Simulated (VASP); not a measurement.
# CdTe (F-43m) in VASP: notebook

Aim: see how the results for CdTe move with the level of theory and the settings. Levels: PBEsol, PBE, revPBE. Tasks: single point.

Everything below comes from runs of VASP 6.6.1. Logs are shortened: lines on timing, memory, paths and dates and some standing lists are left out, and cuts for length are marked.

## Step 1: The cell of the first run

Symmetry: F-43m, No. 216, cubic system. The conventional cell has a = 6.410 Å, b = 6.410 Å, c = 6.410 Å, α = 90.00°, β = 90.00°, γ = 90.00°. Within 3.7 Å of Cd (site symmetry -43m) lie 4 Te at 2.78 Å. Te (site symmetry -43m) has 4 Cd at 2.78 Å within 3.7 Å.

## Step 2: Single point, PBEsol

INCAR reads:

```
PREC = Accurate
ENCUT = 520
EDIFF = 1E-6
ISMEAR = -1
SIGMA = 0.08
LREAL = False
LASPH = True
NELM = 100
ALGO = Normal
ISIF = 2
LWAVE = False
LCHARG = False
GGA = PS
NBANDS = 16
```

KPOINTS reads:

```
Automatic mesh
0
Gamma
  9 9 9
```

POSCAR reads:

```
CdTe
1.0
    0.0000000000      3.2050000000      3.2050000000
    3.2050000000      0.0000000000      3.2050000000
    3.2050000000      3.2050000000      0.0000000000
Cd Te
1 1
Direct
    0.0000000000      0.0000000000      0.0000000000
    0.7500000000      0.7500000000      0.7500000000
```

Potentials or basis: VASP PAW PBE potentials, release 64 (Cd, Te).

On the command line:

```
$ cat potpaw_PBE.64/Cd/POTCAR potpaw_PBE.64/Te/POTCAR > POTCAR
$ mpirun -np 1 vasp_std > vasp.out
```

OUTCAR:

```text
PREC = Accurate
   ENCUT = 520
   EDIFF = 1E-6
   ISMEAR = -1
   LREAL = False
   LASPH = True
   NELM = 100
   ISIF = 2
   GGA = PS

 ion  position               nearest neighbor table
   1  0.000  0.000  0.000-   2 2.78   2 2.78   2 2.78   2 2.78
   2  0.750  0.750  0.750-   1 2.78   1 2.78   1 2.78   1 2.78

  LATTYP: Found a face centered cubic cell.
 ALAT       =     6.4100000000

  Lattice vectors:

 A1 = (   0.0000000000,   3.2050000000,   3.2050000000)
 A2 = (   3.2050000000,   0.0000000000,   3.2050000000)
 A3 = (   3.2050000000,   3.2050000000,   0.0000000000)

Analysis of symmetry for initial positions (statically):
=====================================================================
 Subroutine PRICEL returns:
 Original cell was already a primitive cell.

 Routine SETGRP: Setting up the symmetry group for a
 face centered cubic supercell.

 Subroutine GETGRP returns: Found 24 space group operations
 (whereof 24 operations were pure point group operations)
 out of a pool of 48 trial point group operations.

The static configuration has the point symmetry T_d .

Analysis of symmetry for dynamics (positions and initial velocities):
=====================================================================
 Subroutine PRICEL returns:
 Original cell was already a primitive cell.

 Routine SETGRP: Setting up the symmetry group for a
 face centered cubic supercell.

 Subroutine GETGRP returns: Found 24 space group operations
 (whereof 24 operations were pure point group operations)
 out of a pool of 48 trial point group operations.

The dynamic configuration has the point symmetry T_d .

 Subroutine INISYM returns: Found 24 space group operations
 (whereof 24 operations are pure point group operations),
 and found     1 'primitive' translations

----------------------------------------------------------------------------------------

                                     Primitive cell

  volume of cell :      65.8437

  direct lattice vectors                    reciprocal lattice vectors
     0.000000000  3.205000000  3.205000000    -0.156006240  0.156006240  0.156006240
     3.205000000  0.000000000  3.205000000     0.156006240 -0.156006240  0.156006240
     3.205000000  3.205000000  0.000000000     0.156006240  0.156006240 -0.156006240

  length of vectors
     4.532554467  4.532554467  4.532554467     0.270210734  0.270210734  0.270210734

  position of ions in fractional coordinates (direct lattice)
     0.000000000  0.000000000  0.000000000
     0.750000000  0.750000000  0.750000000

  ion indices of the primitive-cell ions
   primitive index   ion index
                 1           1
                 2           2

----------------------------------------------------------------------------------------

 KPOINTS: Automatic mesh

Automatic generation of k-mesh.
 Grid dimensions read from file:
 generate k-points for:    9    9    9

 Generating k-lattice:

  Cartesian coordinates                     Fractional coordinates (reciprocal lattice)
    -0.017334027  0.017334027  0.017334027     0.111111111  0.000000000  0.000000000
     0.017334027 -0.017334027  0.017334027     0.000000000  0.111111111  0.000000000
     0.017334027  0.017334027 -0.017334027     0.000000000  0.000000000  0.111111111

  Length of vectors
     0.030023415  0.030023415  0.030023415

  Shift w.r.t. Gamma in fractional coordinates (k-lattice)
     0.000000000  0.000000000  0.000000000

 Subroutine IBZKPT returns following result:
 ===========================================

 Found     35 irreducible k-points:

 Following reciprocal coordinates:
            Coordinates               Weight
  0.000000  0.000000  0.000000      1.000000
  0.111111  0.000000  0.000000      8.000000
  0.222222  0.000000  0.000000      8.000000
  0.333333  0.000000  0.000000      8.000000
  0.444444  0.000000  0.000000      8.000000
  0.111111  0.111111  0.000000      6.000000
[... 16 lines left out ...]
 -0.333333  0.333333  0.000000     12.000000
  0.444444  0.444444  0.000000      6.000000
 [... further k-points ...]
   k-points           NKPTS =     35   k-points in BZ     NKDIM =     35   number of bands    NBANDS=     16
   number of dos      NEDOS =    301   number of ions     NIONS =      2
   total plane-waves  NPLWV =  46656
   dimension x,y,z NGX =    36 NGY =   36 NGZ =   36
   dimension x,y,z NGXF=    72 NGYF=   72 NGZF=   72
   ions per type =               1   1
   NGX,Y,Z   is equivalent  to a cutoff of  13.20, 13.20, 13.20 a.u.
   NGXF,Y,Z  is equivalent  to a cutoff of  26.41, 26.41, 26.41 a.u.
 SYSTEM =  unknown system
   PREC   = accura    normal or accurate (medium, high low for compatibility)
   ISTART =      0    job   : 0-new  1-cont  2-samecut
   ICHARG =      2    charge: 1-file 2-atom 10-const
   ISPIN  =      1    spin polarized calculation?
   LNONCOLLINEAR =      F non collinear calculations
   LSORBIT =      F    spin-orbit coupling
   LASPH  =      T    aspherical Exc in radial PAW
   ENCUT  =  520.0 eV  38.22 Ry    6.18 a.u.   8.43  8.43  8.43*2*pi/ulx,y,z
   NELM   =    100;   NELMIN=  2; NELMDL= -5     # of ELM steps
   EDIFF  = 0.1E-05   stopping-criterion for ELM
   LREAL  =      F    real-space projection
[... 7 lines left out ...]
   TEBEG  =    0.0;   TEEND  =   0.0 temperature during run
   PSTRESS=    0.0 pullay stress
   NELECT =      18.0000    total number of electrons
   NUPDOWN=      -1.0000    fix difference up-down
   EMIN   =  10.00;   EMAX   =-10.00  energy-range for DOS
   EFERMI =   0.00;   METHOD = LEGACY
   ISMEAR =    -1;   SIGMA  =   0.08  broadening in eV -4-tet -1-fermi 0-gaus
   EFERMI_NEDOS =   21; number of points for ismear=-14 and -15
   IALGO  =     38    algorithm
   IMIX   =      4    mixing-type and parameters
     AMIX     =   0.40;   BMIX     =  1.00
     AMIX_MAG =   1.60;   BMIX_MAG =  1.00
  volume/ion in A,a.u.               =      32.92       222.17
  Fermi-wavevector in a.u.,A,eV,Ry     =   1.062497  2.007828 15.359610  1.128899
  Thomas-Fermi vector in A             =   2.197950
   LORBIT       =      0    0 simple, 1 ext, 2 COOP (PROOUT), +10 PAW based schemes
   GGA     = PS    functional components
   LHFCALC =     F    Hartree Fock is set to
   AEXX    =    0.0000 exact exchange contribution
   IVDW    =     0    specifies the selected vdW correction
   LEPSILON=     F    determine dielectric tensor
   LRPA    =     F    only Hartree local field effects (RPA)
 non-spin polarized calculation
  energy-cutoff  :      520.00
  volume of cell :       65.84
 maximum number of plane-waves:      1807
 NGX is ok and might be reduce to    36
   NGX = 17   NGY = 17   NGZ = 17

 number of electron      17.9999995 magnetization

 Free energy of the ion-electron system (eV)
  ---------------------------------------------------
  ext. energy  EPLUGINS =         0.00000000
  ---------------------------------------------------
  free energy    TOTEN  =        -5.47497799 eV

  energy without entropy =       -5.47490779  energy(sigma->0) =       -5.47494289

 E-fermi :   2.9855     XC(G=0):  -8.9291

 val. band max:        2.5173855204   @ k =   0.0000   0.0000   0.0000
 cond. band min:       3.2786990324   @ k =   0.0000   0.0000   0.0000
 fundamental gap:      0.7613135121
 Fermi energy:         2.9855241562

 k-point     1 :       0.0000    0.0000    0.0000
  band No.  band energies     occupation
      1      -8.8915      2.00000
      2      -5.8596      2.00000
      3      -5.8596      2.00000
      4      -5.8596      2.00000
      5      -5.5689      2.00000
      6      -5.5689      2.00000
[... 8 lines left out ...]
     15      11.9212      0.00000
     16      11.9212      0.00000

 k-point     2 :       0.1111    0.0000    0.0000
  band No.  band energies     occupation
      1      -8.8404      2.00000
      2      -5.8497      2.00000
      3      -5.8497      2.00000
      4      -5.8237      2.00000
      5      -5.5698      2.00000
      6      -5.5698      2.00000
[... 8 lines left out ...]
     15      11.2132      0.00000
     16      11.2132      0.00000

 k-point     3 :       0.2222    0.0000    0.0000
  band No.  band energies     occupation
      1      -8.7099      2.00000
      2      -5.8262      2.00000
      3      -5.8262      2.00000
      4      -5.7015      2.00000
      5      -5.5702      2.00000
      6      -5.5702      2.00000
[... 8 lines left out ...]
     15      10.8802      0.00000
     16      10.8802      0.00000

 k-point     4 :       0.3333    0.0000    0.0000
  band No.  band energies     occupation
      1      -8.5613      2.00000
      2      -5.8031      2.00000
      3      -5.8031      2.00000
      4      -5.5660      2.00000
      5      -5.5660      2.00000
      6      -5.4777      2.00000
[... 8 lines left out ...]
     15      11.3854      0.00000
     16      11.3854      0.00000

 k-point     5 :       0.4444    0.0000    0.0000
  band No.  band energies     occupation
      1      -8.4657      2.00000
      2      -5.7908      2.00000
      3      -5.7908      2.00000
      4      -5.5601      2.00000
      5      -5.5601      2.00000
      6      -5.2388      2.00000
[... 8 lines left out ...]
     15      12.4961      0.00000
     16      12.4961      0.00000

 k-point     6 :       0.1111    0.1111    0.0000
  band No.  band energies     occupation
      1      -8.8234      2.00000
      2      -5.8403      2.00000
      3      -5.8403      2.00000
      4      -5.8242      2.00000
      5      -5.5751      2.00000
      6      -5.5649      2.00000
[... 8 lines left out ...]
     15      10.8476      0.00000
     16      12.0289      0.00000
[... 267 lines left out ...]
 k-point    21 :       0.4444    0.3333    0.0000
  band No.  band energies     occupation
      1      -8.3792      2.00000
      2      -5.7215      2.00000
      3      -5.7053      2.00000
      4      -5.6609      2.00000
      5      -5.5418      2.00000
      6      -5.1973      2.00000
[... 8 lines left out ...]
     15      13.3498      0.00000
     16      14.2924      0.00000

 k-point    22 :      -0.4444    0.3333    0.0000
  band No.  band energies     occupation
      1      -8.3394      2.00000
      2      -5.7339      2.00000
      3      -5.7044      2.00000
      4      -5.6300      2.00000
      5      -5.5502      2.00000
      6      -5.0317      2.00000
[... 8 lines left out ...]
     15      12.6473      0.00000
     16      14.4899      0.00000

 k-point    23 :      -0.3333    0.3333    0.0000
  band No.  band energies     occupation
      1      -8.3535      2.00000
      2      -5.7485      2.00000
      3      -5.7239      2.00000
      4      -5.6010      2.00000
      5      -5.5642      2.00000
      6      -5.0304      2.00000
[... 8 lines left out ...]
     15      11.5125      0.00000
     16      14.7316      0.00000

 k-point    24 :       0.4444    0.4444    0.0000
  band No.  band energies     occupation
      1      -8.3351      2.00000
      2      -5.6911      2.00000
      3      -5.6821      2.00000
      4      -5.6821      2.00000
      5      -5.5359      2.00000
      6      -5.1005      2.00000
[... 8 lines left out ...]
     15      13.3042      0.00000
     16      14.5079      0.00000

 [... further k-points ...]

------------------------ aborting loop because EDIFF is reached ----------------------------------------

  FORCE on cell =-STRESS in cart. coord.  units (eV):
  Direction    XX          YY          ZZ          XY          YZ          ZX
  --------------------------------------------------------------------------------------
  -------------------------------------------------------------------------------------
  Total        0.7602758      0.7602758      0.7602758     -0.0000000      0.0000000      0.0000000
  in kB       18.4998270     18.4998270     18.4998270     -0.0000000      0.0000000      0.0000000
  external PRESSURE =      18.4998270 kB  Pullay stress =       0.0000000 kB

 VOLUME and BASIS-vectors are now :
 -----------------------------------------------------------------------------
  energy-cutoff  :      520.00
  volume of cell :       65.84
      direct lattice vectors                 reciprocal lattice vectors
     0.000000000  3.205000000  3.205000000    -0.156006240  0.156006240  0.156006240
     3.205000000  0.000000000  3.205000000     0.156006240 -0.156006240  0.156006240
     3.205000000  3.205000000  0.000000000     0.156006240  0.156006240 -0.156006240

 POSITION                                       TOTAL-FORCE (eV/Angst)
 -----------------------------------------------------------------------------------
      0.00000      0.00000      0.00000         0.000000      0.000000     -0.000000
      4.80750      4.80750      4.80750        -0.000000     -0.000000      0.000000
 -----------------------------------------------------------------------------------
    total drift:                                0.000000      0.000000      0.000000

  FREE ENERGIE OF THE ION-ELECTRON SYSTEM (eV)
  ---------------------------------------------------
  free  energy   TOTEN  =        -5.4749779936 eV

  energy  without entropy=       -5.4749077900  energy(sigma->0) =       -5.47494289
```

Run time: 54 s. Hardware: 1 thread of Intel Xeon 8259CL, shared host; peak memory 0.22 GiB.

Results:

```
Free energy            : -5.4750 eV
Pressure               : 1.8 GPa
Band gap on the k mesh : 0.76 eV
```

Caveat: the PAW data sets were made with another functional, which shifts forces and pressure a little; spin-orbit coupling is left out, which moves the levels of the heavy elements. Expect the measured gap to be larger: semilocal functionals such as PBEsol lack the derivative discontinuity.

## Step 3: Single point, PBE

INCAR reads:

```
SYSTEM = CdTe
ALGO     = Normal         ! electronic algorithm
EDIFF    = 1E-6           ! SCF threshold, eV
ENCUT    = 520            ! plane-wave cutoff, eV
GGA      = PE             ! functional
ISIF     = 2              ! what is computed and relaxed
ISMEAR   = -1             ! smearing method
LASPH    = .True.         ! aspherical terms in the spheres
LCHARG   = .True.         ! write CHGCAR
LELF     = .True.         ! ELF
LREAL    = .False.        ! projectors in reciprocal space
LVHAR    = .True.       
LWAVE    = .False.        ! write WAVECAR
NBANDS   = 16             ! bands
NELM     = 60             ! most SCF steps
PREC     = Accurate       ! precision mode
SIGMA    = 0.08           ! smearing width, eV
```

KPOINTS reads:

```
k-points
0
Gamma
  9 9 9
  0 0 0
```

POSCAR is that of step 2.

Potentials or basis: VASP PAW PBE potentials, release 64 (Cd, Te).

On the command line:

```
$ cat potpaw_PBE.64/Cd/POTCAR potpaw_PBE.64/Te/POTCAR > POTCAR
$ mpirun -np 1 vasp_std > vasp.out
```

It took 65 s on 1 thread of Intel Xeon 8259CL, shared host; peak memory 0.22 GiB.

Results (log left out):

```
Free energy            : -4.7273 eV
Pressure               : 4.4 GPa
Band gap on the k mesh : 0.87 eV
```

Levels at points of the mesh, in eV from the valence-band top:
```tsv
k point	band 5	band 6	band 7	band 8	band 9	band 10	band 11	band 12	band 13	band 14
(0.00, 0.00, 0.00)	-8.12	-8.12	0.00	0.00	0.00	0.87	4.58	4.58	4.58	7.51
```

Caveat: the cell stands under pressure; spin-orbit coupling is left out, which moves the levels of the heavy elements.

[end of part 1 of 2]
